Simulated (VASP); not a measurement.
Wanted: the native input for a VASP 6.6.1 run.

- Task: single point
- Functional: PBEsol
- Potentials or basis: VASP PAW PBE potentials, release 64 (Mn_sv, S)
- Cutoff: 680 eV
- k mesh: 8 × 8 × 8
- Occupations: fermi-dirac, width 0.05 eV
- Spin: collinear spin, ferromagnetic start
- Starting moments: [1.0, 0.0] μB
- Fixed moment: 1 μB
- Dipole correction: no
- Further INCAR settings: ALGO = Normal; EDIFF = 1e-06; NBANDS = 22

The structure of MnS lies in POSCAR:

```
MnS
1.0
    0.0000000000      2.4734634191      2.4734634191
    2.4734634191      0.0000000000      2.4734634191
    2.4734634191      2.4734634191      0.0000000000
Mn S
1 1
Direct
    0.0000000000      0.0000000000      0.0000000000
    0.7500000000      0.7500000000      0.7500000000
```

These files were run (other wordings do the same):

INCAR

```
SYSTEM = MnS
PREC = Accurate
ENCUT = 680
EDIFF = 1E-6
ISMEAR = -1
SIGMA = 0.05
LREAL = .False.
LASPH = .True.
NELM = 200
ALGO = Normal
ISIF = 2
LWAVE = .False.
LCHARG = .False.
ISPIN = 2
MAGMOM = 1 0
LORBIT = 11
NUPDOWN = 1.0
LMAXMIX = 4
GGA = PS
NBANDS = 22
GGA_COMPAT = .False.
```

KPOINTS

```
regular mesh
0
Gamma
  8 8 8
  0 0 0
```

Potentials or basis: VASP PAW PBE potentials, release 64 (Mn_sv, S).

Command:

```console
$ cat potpaw_PBE.64/Mn_sv/POTCAR potpaw_PBE.64/S/POTCAR > POTCAR
$ mpirun -np 1 vasp_std > vasp.out
```

It gave:

- Pressure: -0.6 GPa
- Net moment: 1.00 μB per cell
- Site moments: Mn +0.92; S -0.03 μB
- Valence electrons inside the program's atomic spheres: Mn 13.13; S 3.73

Caveat: the PAW data sets were made with another functional, which shifts forces and pressure a little; the total moment is fixed, so each spin has its own Fermi level and the state may be an excited one; a cell with one magnetic atom can't hold antiferromagnetic order, which such compounds often take.

It took 83 s on 1 thread of Intel(R) Xeon(R) Platinum 8375C CPU @ 2.90GHz (Ice Lake) (shared host), peak memory 0.21 GiB.
